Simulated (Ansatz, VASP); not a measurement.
## CdGa: VASP beside Ansatz

```xyz
2
Lattice="0.0000 2.8295 2.8295 2.8295 0.0000 2.8295 2.8295 2.8295 0.0000" Properties=species:S:1:pos:R:3 pbc="T T T"
Cd    0.0000    0.0000    0.0000
Ga    2.8295    2.8295    2.8295
```

Alike in both runs: functional r2SCAN; k mesh 18 × 18 × 18; occupations gaussian, width 0.1 eV; no spin polarisation.

Ansatz relaxed the structure, and its values are those at the end. VASP's run is a single point on that final structure, the one shown.

```csv
,VASP,Ansatz
version,VASP 6.6.1,Ansatz 0.2.0
potentials or method,"VASP PAW PBE potentials, release 64 (Cd, Ga_d), cutoff 520 eV","scalar-relativistic, plane waves, PAW"
valence electrons in the cell,25,33
```

Ansatz gave:

```
gap on the k mesh at the Fermi level (eV) : none
pressure (GPa)                            : 0.0
```

**Question.** Estimate VASP's values.

**Answer.** gap on the k mesh at the Fermi level (eV): none; pressure (GPa): 0.2.

VASP's potentials were made for PBE, not for r2SCAN. A gap of «none» marks a metal or a gap that the smearing closes. VASP's potentials hold 25 valence electrons a cell and Ansatz's 33, so a difference there can come from the potentials and not from the codes.
